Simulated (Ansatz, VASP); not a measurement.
**Two plane-wave programs on Ga**

```xyz
4
Lattice="-0.0185 -2.7417 0.0005 -5.3755 -0.0371 0.0041 0.0041 0.0009 -5.4454" Properties=species:S:1:pos:R:3 pbc="T T T"
Ga   -0.0142    0.0099   -0.0243
Ga   -0.0347   -2.7533   -2.6761
Ga   -2.6124   -0.0227    0.0197
Ga   -2.7287   -0.0117   -2.7601
```

Change from the starting cell: cell x4, atoms moved at random (sigma 0.05 Å) and cell strained at random (1.5 %), then relaxed without symmetry.

Alike in both runs: task relaxation of cell and atoms; functional PBE; k mesh 8 × 4 × 4; occupations gaussian, width 0.2 eV; no spin polarisation.

```csv
,VASP,Ansatz
version,VASP 6.6.1,Ansatz 0.2.0
potentials or method,"VASP PAW PBE potentials, release 64 (Ga_d), cutoff 600 eV","scalar-relativistic, plane waves, PAW"
valence electrons in the cell,52,52
```

|  | VASP | Ansatz | Ansatz less VASP |
| --- | --- | --- | --- |
| gap on the k mesh at the Fermi level, each at its own relaxed structure (eV) | none | none | - |
| relaxed volume (Å³/atom) | 20.34 | 19.16 | -1.185 |
| relaxed length of the cell vector where the two differ most in proportion (Å) | 5.467 | 5.351 | -0.1161 |

A gap of «none» marks a metal or a gap that the smearing closes.
